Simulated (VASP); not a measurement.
# CaI: single point with r2SCAN+D4

The system is CaI.

```xyz
2
Lattice="4.1117 0.0000 0.0000 -2.0558 3.5608 0.0000 0.0000 0.0000 4.4643" Properties=species:S:1:pos:R:3 pbc="T T T"
Ca    0.0000    0.0000    2.2321
I     2.0558    1.1869    0.0000
```

| Quantity | Value |
| --- | --- |
| Program | VASP 6.6.1 |
| Task | single point |
| Functional | r2SCAN |
| Dispersion | D4 |
| Potentials or basis | VASP PAW PBE potentials, release 64 (Ca_sv, I) |
| Cutoff | 520 eV |
| k mesh | 8 × 8 × 7 |
| Occupations | fermi-dirac, width 0.1 eV |
| Spin | no spin polarisation |
| Dipole correction | no |
| Further INCAR settings | ALGO = Normal; EDIFF = 1e-07; NBANDS = 16 |

The pressure is 0.1 GPa and the band gap on the k mesh is zero (an odd number of electrons rules out a gap without spin polarisation). The dispersion energy per atom is -0.111 eV.

Levels at points of the mesh, in eV from the Fermi level:
```csv
k point,band 6,band 7,band 8,band 9,band 10,band 11,band 12,band 13
"(0.00, 0.00, 0.00)",-5.29,-4.16,-4.16,-1.32,0.88,2.52,2.52,2.74
"(0.50, 0.00, 0.00)",-7.02,-5.15,-4.68,-0.19,1.49,2.23,2.45,3.23
```

It took 68 s on 1 thread of Intel(R) Xeon(R) 6975P-C (Granite Rapids), with other jobs on the host, peak memory 0.21 GiB.

Caveat: the PAW data sets were made with another functional, which shifts forces and pressure a little; spin-orbit coupling is left out, which moves the levels of the heavy elements; an odd number of electrons without spin polarisation forces a metal; a magnetic or distorted state may lie lower.
